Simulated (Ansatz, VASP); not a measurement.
## MgO in VASP and in Ansatz

```
Mg O
1.0
     0.00000    1.93055    1.93055
     1.93055    0.00000    1.93055
     1.93055    1.93055    0.00000
Mg O
1 1
Direct
  0.00000 0.00000 0.00000
  0.50000 0.50000 0.50000
```

Change from the starting cell: volume scaled by 0.8, PAW files, partial_waves polarizable.

Alike in both runs: task single point; functional LDA; k mesh 15 × 15 × 15; occupations fermi-dirac, width 0.05 eV; no spin polarisation.

|  | VASP | Ansatz |
| --- | --- | --- |
| version | VASP 6.6.1 | Ansatz 0.2.0 |
| potentials or method | VASP PAW LDA potentials, release 64 (Mg, O) | PAW with Ansatz's default frozen-core files, scalar-relativistic |
| plane-wave cutoff (eV) | 600 | 420 |
| valence electrons in the cell | 8 | 16 |

```csv
,VASP,Ansatz,Ansatz less VASP
gap on the k mesh at the Fermi level (eV),7.66,7.64,-0.017
pressure (GPa),59.1,61.0,+1.92
```

LDA's correlation is that of Perdew and Zunger in VASP and of Perdew and Wang (1992) in Ansatz. Both programs put the cell under a high pressure, so it lies far from rest at this level. VASP's potentials hold 8 valence electrons a cell and Ansatz's 16, so a difference there can come from the potentials and not from the codes.
